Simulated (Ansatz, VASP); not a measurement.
## One calculation of SnO2, two programs

```xyz
6
Lattice="4.8278 0.0000 0.0000 0.0000 4.8278 0.0000 0.0000 0.0000 3.2379" Properties=species:S:1:pos:R:3 pbc="T T T"
Sn    2.4425    2.4507    1.6190
Sn   -0.0286    0.0368    0.0000
O     1.5347    1.4031    0.0000
O     3.7207    0.7377    1.6190
O     0.8793    3.8171    1.6190
O     3.5212    3.1514    0.0000
```

Change from the starting cell: mode 4 frozen in at -0.084 Å and mode 7 at +0.178 Å (largest displacements).

Alike in both runs: task single point; functional PBE; k mesh 6 × 6 × 8; occupations gaussian, width 0.05 eV; no spin polarisation.

|  | VASP | Ansatz |
| --- | --- | --- |
| version | VASP 6.6.1 | Ansatz 0.2.0 |
| potentials or method | VASP PAW PBE potentials, release 64 (Sn_d, O), cutoff 520 eV | scalar-relativistic, plane waves, PAW |
| valence electrons in the cell | 52 | 52 |

Ansatz gave:

| Item | Value |
| --- | --- |
| gap on the k mesh at the Fermi level (eV) | 0.76 |
| least direct gap on the mesh (eV) | 0.76 |
| pressure (GPa) | -0.8 |
| traceless stress, the component that is largest in VASP (GPa) | 0.83 |
| rms of the force components (eV/Å) | 0.365 |

Problem. What did VASP give for the same quantities?

Solution. gap on the k mesh at the Fermi level (eV): 0.75; least direct gap on the mesh (eV): 0.75; pressure (GPa): -0.2; traceless stress, the component that is largest in VASP (GPa): 1.05; rms of the force components (eV/Å): 0.365.

Atom by atom the forces differ by 0.011 eV/Å (rms over components).
